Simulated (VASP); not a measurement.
A run of VASP 6.6.1 is set up as follows.

Contents of INCAR:

```
PREC     = Accurate       # precision mode
ENCUT    = 520            # plane-wave cutoff, eV
EDIFF    = 1E-6           # SCF threshold, eV
ISMEAR   = 0              # smearing method
SIGMA    = 0.1            # smearing width, eV
LREAL    = False          # projectors in reciprocal space
LASPH    = True           # aspherical terms in the spheres
NELM     = 60             # most SCF steps
ALGO     = Fast           # electronic algorithm
ISIF     = 2              # what is computed and relaxed
LWAVE    = False          # write WAVECAR
LCHARG   = True           # write CHGCAR
GGA      = PE             # functional
LELF     = True           # ELF
LVHAR    = True         
NBANDS   = 12             # bands
```

KPOINTS

```
Automatic mesh
0
Gamma
  20 20 20
```

File POSCAR:

```
V
1.0
   -1.4985875755      1.4985875755      1.4985875755
    1.4985875755     -1.4985875755      1.4985875755
    1.4985875755      1.4985875755     -1.4985875755
V
1
Direct
    0.0000000000      0.0000000000      0.0000000000
```

Potentials or basis: VASP PAW PBE potentials, release 64 (V_sv).

The run is started by

```sh
$ cat potpaw_PBE.64/V_sv/POTCAR > POTCAR
$ mpirun -np 1 vasp_std > vasp.out
```

Question: Estimate the pressure.

Answer: 0.4 GPa.
